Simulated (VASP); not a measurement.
A run of VASP 6.6.1 is set up as follows.

File INCAR:

```
SYSTEM = BaTiO3
ALGO = Normal
EDIFF = 1E-6
ENCUT = 520
GGA = PE
ISIF = 2
ISMEAR = 0
LASPH = .TRUE.
LCHARG = .TRUE.
LELF = .TRUE.
LREAL = .FALSE.
LVHAR = .TRUE.
LWAVE = .FALSE.
NBANDS = 28
NELM = 100
PREC = Accurate
SIGMA = 0.02
```

Contents of KPOINTS:

```
k-points
0
G
  6 6 6
  0 0 0
```

File POSCAR:

```
BaTiO3
1.0
    2.8096361129      1.6221441661      2.2999716718
   -2.8096361129      1.6221441661      2.2999716718
    0.0000000000     -3.2442883323      2.2999716718
Ba Ti O
1 1 3
Direct
    0.0006152132      0.0006152132      0.0006152132
    0.5106377932      0.5106377932      0.5106377932
    0.4907048505      0.4907048505      0.9860372926
    0.4907048505      0.9860372926      0.4907048505
    0.9860372926      0.4907048505      0.4907048505
```

Potentials or basis: VASP PAW PBE potentials, release 64 (Ba_sv, Ti_sv, O).

Launch:

```sh
$ cat potpaw_PBE.64/Ba_sv/POTCAR potpaw_PBE.64/Ti_sv/POTCAR potpaw_PBE.64/O/POTCAR > POTCAR
$ mpirun -np 1 vasp_std > vasp.out
```

Estimate the largest force.

0.055 eV/Å.

Predict the band gap on the k mesh.

2.19 eV (least direct gap 2.48 eV).

What does it give for the pressure?

9.3 GPa.

Forces in eV/Å, atoms in the order of the input:
```
Ba   0.000  0.000 -0.031
Ti   0.000  0.000 -0.055
O    0.000 -0.021  0.029
O   -0.018  0.010  0.029
O    0.018  0.010  0.029
```

Caveat: the cell stands under pressure; spin-orbit coupling is left out, which moves the levels of the heavy elements. A k mesh can miss the band edges.
